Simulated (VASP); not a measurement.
# Si8N (a cell with a defect) in VASP: a series of runs, part 2 of 2

VASP 6.6.1. The steps go on from the part before.

**4. Single point, PBE**

Contents of INCAR:

```
SYSTEM = Si8N
PREC = Accurate
ENCUT = 520
EDIFF = 1E-6
ISMEAR = 0
SIGMA = 0.15
LREAL = .False.
LASPH = .True.
NELM = 120
ALGO = Normal
ISIF = 2
LWAVE = .False.
LCHARG = .True.
GGA = PE
LELF = .True.
LVHAR = .True.
NBANDS = 28
GGA_COMPAT = .False.
```

Contents of KPOINTS:

```
Automatic mesh
0
Gamma
  6 6 6
  0 0 0
```

Contents of POSCAR:

```
Si8N
1.0
    4.7218258405      2.7261474201      1.8874557466
   -4.7218258405      2.7261474201      1.8874557466
    0.0000000000     -5.4522948402      1.8874557466
Si N
8 1
Direct
    0.0198044603      0.7179030939      0.5216794332
    0.9801955397      0.2820969061      0.4783205668
    0.7140043589      0.7140043589      0.7140043589
    0.2820969061      0.4783205668      0.9801955397
    0.4783205668      0.9801955397      0.2820969061
    0.7179030939      0.5216794332      0.0198044603
    0.2859956411      0.2859956411      0.2859956411
    0.5216794332      0.0198044603      0.7179030939
    0.4679030939      0.3550127665     -0.3968622063
```

Potentials or basis: VASP PAW PBE potentials, release 64 (Si, N).

Started as:

```sh
cat potpaw_PBE.64/Si/POTCAR potpaw_PBE.64/N/POTCAR > POTCAR
mpirun -np 1 vasp_std > vasp.out
```

OUTCAR:

```text
SYSTEM = Si8N
   PREC = Accurate
   ENCUT = 520
   EDIFF = 1E-6
   ISMEAR = 0
   LREAL = .False.
   LASPH = .True.
   NELM = 120
   ISIF = 2
   GGA = PE

 ion  position               nearest neighbor table
   1  0.020  0.718  0.522-   2 2.36   3 2.38   8 2.39   6 2.39
   2  0.980  0.282  0.478-   1 2.36   7 2.38   5 2.39   4 2.39
   3  0.714  0.714  0.714-   9 1.79   8 2.38   1 2.38   6 2.38   7 2.42
   4  0.282  0.478  0.980-   6 2.36   7 2.38   5 2.39   2 2.39
   5  0.478  0.980  0.282-   9 2.36   8 2.36   7 2.38   4 2.39   2 2.39
   6  0.718  0.522  0.020-   9 1.98   4 2.36   3 2.38   8 2.39   1 2.39
   7  0.286  0.286  0.286-   9 1.59   5 2.38   2 2.38   4 2.38   3 2.42
   8  0.522  0.020  0.718-   9 2.33   5 2.36   3 2.38   6 2.39   1 2.39
   9  0.468  0.355  0.603-   7 1.59   3 1.79   6 1.98   8 2.33   5 2.36

  LATTYP: Found a trigonal (rhomboedric) cell.
 ALAT       =     5.7697494070
 COS(alpha) =    -0.3394793489

  Lattice vectors:

 A1 = (   4.7218258405,   2.7261474201,   1.8874557466)
 A2 = (  -4.7218258405,   2.7261474201,   1.8874557466)
 A3 = (   0.0000000000,  -5.4522948402,   1.8874557466)

Analysis of symmetry for initial positions (statically):
=====================================================================
 Subroutine PRICEL returns:
 Original cell was already a primitive cell.

 Routine SETGRP: Setting up the symmetry group for a
 trigonal (rhombohedral) supercell.

 Subroutine GETGRP returns: Found  1 space group operations
 (whereof  1 operations were pure point group operations)
 out of a pool of 12 trial point group operations.

The static configuration has the point symmetry C_1 .

Analysis of symmetry for dynamics (positions and initial velocities):
=====================================================================
 Subroutine PRICEL returns:
 Original cell was already a primitive cell.

 Routine SETGRP: Setting up the symmetry group for a
 trigonal (rhombohedral) supercell.

 Subroutine GETGRP returns: Found  1 space group operations
 (whereof  1 operations were pure point group operations)
 out of a pool of 12 trial point group operations.

The dynamic configuration has the point symmetry C_1 .

 Subroutine INISYM returns: Found  1 space group operations
 (whereof  1 operations are pure point group operations),
 and found     1 'primitive' translations

----------------------------------------------------------------------------------------

                                     Primitive cell

  volume of cell :     145.7764

  direct lattice vectors                    reciprocal lattice vectors
     4.721825841  2.726147420  1.887455747     0.105891241  0.061136337  0.176604582
    -4.721825841  2.726147420  1.887455747    -0.105891241  0.061136337  0.176604582
     0.000000000 -5.452294840  1.887455747     0.000000000 -0.122272673  0.176604582

  length of vectors
     5.769749407  5.769749407  5.769749407     0.214801734  0.214801734  0.214801734

  position of ions in fractional coordinates (direct lattice)
     0.019804460  0.717903094  0.521679433
     0.980195540  0.282096906  0.478320567
     0.714004359  0.714004359  0.714004359
     0.282096906  0.478320567  0.980195540
[... 51 lines left out ...]
  0.000000  0.333333  0.000000      2.000000
[... 16 lines left out ...]
 -0.166667  0.500000  0.000000      2.000000
  0.166667  0.000000  0.500000      2.000000
 [... further k-points ...]
   k-points           NKPTS =    112   k-points in BZ     NKDIM =    112   number of bands    NBANDS=     28
   number of dos      NEDOS =    301   number of ions     NIONS =      9
   total plane-waves  NPLWV = 110592
   dimension x,y,z NGX =    48 NGY =   48 NGZ =   48
   dimension x,y,z NGXF=    96 NGYF=   96 NGZF=   96
   ions per type =               8   1
   NGX,Y,Z   is equivalent  to a cutoff of  13.83, 13.83, 13.83 a.u.
   NGXF,Y,Z  is equivalent  to a cutoff of  27.66, 27.66, 27.66 a.u.
 SYSTEM =  Si8N
   PREC   = accura    normal or accurate (medium, high low for compatibility)
   ISTART =      0    job   : 0-new  1-cont  2-samecut
   ICHARG =      2    charge: 1-file 2-atom 10-const
   ISPIN  =      1    spin polarized calculation?
   LNONCOLLINEAR =      F non collinear calculations
   LSORBIT =      F    spin-orbit coupling
   LASPH  =      T    aspherical Exc in radial PAW
   ENCUT  =  520.0 eV  38.22 Ry    6.18 a.u.  10.73 10.73 10.73*2*pi/ulx,y,z
   NELM   =    120;   NELMIN=  2; NELMDL= -5     # of ELM steps
   EDIFF  = 0.1E-05   stopping-criterion for ELM
   LREAL  =      F    real-space projection
   EDIFFG = 0.1E-04   stopping-criterion for IOM
   NSW    =      0    number of steps for IOM
   IBRION =     -1    ionic relax: 0-MD 1-quasi-New 2-CG
   NFREE  =      0    steps in history (QN), initial steepest desc. (CG)
   ISIF   =      2    stress and relaxation
   ISYM   =      2    0-nonsym 1-usesym 2-fastsym
   POTIM  = 0.5000    time-step for ionic-motion
   TEBEG  =    0.0;   TEEND  =   0.0 temperature during run
   PSTRESS=    0.0 pullay stress
   NELECT =      37.0000    total number of electrons
   NUPDOWN=      -1.0000    fix difference up-down
   EMIN   =  10.00;   EMAX   =-10.00  energy-range for DOS
   EFERMI =   0.00;   METHOD = LEGACY
   ISMEAR =     0;   SIGMA  =   0.15  broadening in eV -4-tet -1-fermi 0-gaus
   EFERMI_NEDOS =   21; number of points for ismear=-14 and -15
   IALGO  =     38    algorithm
   IMIX   =      4    mixing-type and parameters
     AMIX     =   0.40;   BMIX     =  1.00
     AMIX_MAG =   1.60;   BMIX_MAG =  1.00
  volume/ion in A,a.u.               =      16.20       109.31
  Fermi-wavevector in a.u.,A,eV,Ry     =   1.036525  1.958748 14.617873  1.074383
  Thomas-Fermi vector in A             =   2.170919
   LORBIT       =      0    0 simple, 1 ext, 2 COOP (PROOUT), +10 PAW based schemes
   GGA     = PE    functional components
   LHFCALC =     F    Hartree Fock is set to
   AEXX    =    0.0000 exact exchange contribution
   IVDW    =     0    specifies the selected vdW correction
   LEPSILON=     F    determine dielectric tensor
   LRPA    =     F    only Hartree local field effects (RPA)
 non-spin polarized calculation
 Gauss-broadening in eV      SIGMA  =   0.15
  energy-cutoff  :      520.00
  volume of cell :      145.78
 maximum number of plane-waves:      3961
 NGX is ok and might be reduce to    48
   NGX = 21   NGY = 21   NGZ = 21

 number of electron      36.9999999 magnetization

 Free energy of the ion-electron system (eV)
  ---------------------------------------------------
  ext. energy  EPLUGINS =         0.00000000
  ---------------------------------------------------
  free energy    TOTEN  =       -46.60191334 eV

  energy without entropy =      -46.55452114  energy(sigma->0) =      -46.57821724

 E-fermi :   7.3604     XC(G=0): -10.2528

 val. band max:        7.3583627186   @ k =   0.3333   0.1667   0.0000
 cond. band min:       7.3647662363   @ k =  -0.3333   0.3333   0.3333
 fundamental gap:      0.0064035178
 Fermi energy:         7.3603787211

 k-point     1 :       0.0000    0.0000    0.0000
  band No.  band energies     occupation
      1     -10.7571      2.00000
      2      -4.0601      2.00000
      3      -2.9089      2.00000
      4      -1.8345      2.00000
      5      -1.1034      2.00000
      6      -0.3653      2.00000
[... 733 lines left out ...]
     27      11.5839      0.00000
     28      12.2778      0.00000

 [... further k-points ...]

------------------------ aborting loop because EDIFF is reached ----------------------------------------

  FORCE on cell =-STRESS in cart. coord.  units (eV):
  Direction    XX          YY          ZZ          XY          YZ          ZX
  --------------------------------------------------------------------------------------
  -------------------------------------------------------------------------------------
  Total        7.0606768      8.0818628     10.5142220     -1.0676267     -4.5579025      0.7814389
  in kB       77.6014048     88.8249002    115.5581007    -11.7339075    -50.0942970      8.5885184
  external PRESSURE =      93.9948019 kB  Pullay stress =       0.0000000 kB

 VOLUME and BASIS-vectors are now :
 -----------------------------------------------------------------------------
  energy-cutoff  :      520.00
  volume of cell :      145.78
      direct lattice vectors                 reciprocal lattice vectors
     4.721825841  2.726147420  1.887455747     0.105891241  0.061136337  0.176604582
    -4.721825841  2.726147420  1.887455747    -0.105891241  0.061136337  0.176604582
     0.000000000 -5.452294840  1.887455747     0.000000000 -0.122272673  0.176604582

 POSITION                                       TOTAL-FORCE (eV/Angst)
 -----------------------------------------------------------------------------------
     -3.29630     -0.83325      2.37704        -0.001867     -0.062012      0.337059
      3.29630      0.83325      3.28533        -0.509633     -0.343891     -0.795164
      0.00000      0.00000      4.04295         0.052332      0.408922      2.423616
     -0.92653     -3.27130      3.28533        -0.202931     -0.314517      0.286313
     -2.36977      2.43805      3.28533         0.551358      0.370357     -0.523109
      0.92653      3.27130      2.37704         0.193078     -0.362543     -0.079804
      0.00000      0.00000      1.61941        -1.565700      2.837137     -5.414392
      2.36977     -2.43805      2.37704         0.204532     -0.311312     -0.025940
      0.53305     -1.04510      2.69161         1.278832     -2.222141      3.791422
 -----------------------------------------------------------------------------------
    total drift:                                0.000234     -0.000507      0.000340

  FREE ENERGIE OF THE ION-ELECTRON SYSTEM (eV)
  ---------------------------------------------------
  free  energy   TOTEN  =       -46.6019133392 eV

  energy  without entropy=      -46.5545211393  energy(sigma->0) =      -46.57821724
```

Wall time 11 min (1 thread of Oxide Virtual Turin-like, shared host); peak memory 0.5 GiB.

What came out:

```
Free energy            : -46.6019 eV
Pressure               : 9.4 GPa
Largest force          : 6.310 eV/Å
Band gap on the k mesh : zero (an odd number of electrons rules out a gap without spin polarisation)
```

Forces on the atoms (eV/Å):
```
Si  -0.002 -0.062  0.337
Si  -0.510 -0.344 -0.795
Si   0.052  0.409  2.424
Si  -0.203 -0.315  0.286
Si   0.551  0.370 -0.523
Si   0.193 -0.363 -0.080
Si  -1.566  2.837 -5.414
Si   0.205 -0.311 -0.026
N    1.279 -2.222  3.791
```

Levels at points of the mesh, in eV from the Fermi level:
| k point | band 16 | band 17 | band 18 | band 19 | band 20 | band 21 |
| --- | --- | --- | --- | --- | --- | --- |
| (0.00, 0.00, 0.00) | -1.71 | -1.12 | -0.42 | 0.57 | 0.99 | 1.84 |
| (0.50, 0.00, 0.00) | -1.86 | -1.44 | -1.01 | 0.27 | 0.79 | 1.50 |
| (0.00, 0.50, 0.00) | -1.70 | -0.95 | -0.58 | -0.28 | 0.92 | 1.40 |
| (0.00, 0.00, 0.50) | -1.66 | -1.09 | -0.48 | -0.07 | 0.31 | 1.92 |
| (0.50, 0.50, 0.00) | -1.69 | -0.98 | -0.44 | 0.10 | 0.69 | 1.16 |
| (0.50, 0.00, 0.50) | -1.60 | -1.13 | -0.31 | 0.06 | 0.69 | 1.02 |
| (0.00, 0.50, 0.50) | -1.51 | -1.18 | -0.85 | 0.05 | 0.57 | 1.06 |
| (0.50, 0.50, 0.50) | -0.73 | -0.66 | -0.04 | 0.34 | 0.98 | 2.28 |

Caveat: an odd number of electrons without spin polarisation forces a metal; a magnetic or distorted state may lie lower.

**5. Single point, PBE**

INCAR is that of step 4.

Contents of KPOINTS:

```
regular mesh
0
Gamma
  6 6 6
  0 0 0
```

Changes to POSCAR since step 4:

```diff
@@ -16,2 +16,2 @@
     0.5216794332      0.0198044603      0.7179030939
-    0.4679030939      0.3550127665     -0.3968622063
+    0.7179030939      0.1050127665     -0.3968622063
```

Started as:

```sh
cat potpaw_PBE.64/Si/POTCAR potpaw_PBE.64/N/POTCAR > POTCAR
mpirun -np 1 vasp_std > vasp.out
```

It took 10 min on 1 thread of Oxide Virtual Turin-like, shared host; peak memory 0.51 GiB.

The run converged. Its results:

| Item | Value |
| --- | --- |
| Free energy | -46.4482 eV |
| Pressure | 12.5 GPa |
| Largest force | 9.582 eV/Å |
| Band gap on the k mesh | zero (an odd number of electrons rules out a gap without spin polarisation) |

Forces on the atoms (eV/Å):
```
Si  -0.312  0.282 -0.418
Si   0.052 -0.571  0.361
Si   0.402 -0.891  0.169
Si   0.016  0.131  0.407
Si  -1.709  4.328 -5.414
Si  -0.346 -0.604  0.413
Si   0.065  0.234 -0.263
Si  -2.360 -9.278  0.415
N    4.193  6.368  4.332
```

Stress tensor (GPa, compression positive):
```
 9.21  3.21  3.02
 3.21 18.49 -3.69
 3.02 -3.69  9.71
```

Levels at points of the mesh, in eV from the Fermi level:
```csv
k point,band 14,band 15,band 16,band 17,band 18,band 19,band 20,band 21,band 22,band 23
"(0.00, 0.00, 0.00)",-3.39,-2.52,-1.48,-1.21,-0.68,0.43,1.19,2.03,3.09,3.84
"(0.50, 0.00, 0.00)",-2.53,-1.74,-1.22,-0.82,-0.50,0.00,0.13,0.82,2.14,2.36
"(0.00, 0.50, 0.00)",-2.39,-1.74,-1.59,-0.97,-0.52,-0.21,0.85,1.37,1.70,2.24
"(0.00, 0.00, 0.50)",-2.67,-2.39,-1.47,-1.43,-0.53,-0.07,1.00,1.46,1.72,2.31
"(0.50, 0.50, 0.00)",-2.72,-1.92,-1.59,-1.38,-0.45,0.11,0.77,1.35,1.77,2.24
"(0.50, 0.00, 0.50)",-2.65,-2.26,-1.82,-1.31,-1.09,0.07,0.85,1.43,1.94,2.62
"(0.00, 0.50, 0.50)",-2.42,-2.28,-1.70,-1.23,-0.70,-0.33,1.19,1.45,1.73,2.19
"(0.50, 0.50, 0.50)",-2.16,-1.91,-1.08,-0.75,-0.36,0.51,1.86,1.99,2.59,2.82
```

Caveat: an odd number of electrons without spin polarisation forces a metal; a magnetic or distorted state may lie lower.

**6. Overview**

| cell | gap on the mesh (eV) | pressure (GPa) | largest force (eV/Å) |
| --- | --- | --- | --- |
| as given, atomic positions A | none | 8.9 | 6.35 |
| as given, atomic positions B | none | 31.5 | 46.90 |
| as given, atomic positions C | none | 9.4 | 6.31 |
| as given, atomic positions D | none | 12.5 | 9.58 |

Alike in all rows: task single point; level PBE; potentials or basis VASP PAW PBE potentials, release 64 (Si, N); no spin polarisation; k mesh 6 × 6 × 6; cutoff (eV) 520; smearing gaussian 0.15 eV.

Caveats: an odd number of electrons without spin polarisation forces a metal; a magnetic or distorted state may lie lower; atoms lie so close that the PAW spheres overlap strongly, which falsifies energies and pressures (at least some runs).

Total energies depend on the potentials used, so only differences within one code and one set of settings carry meaning.
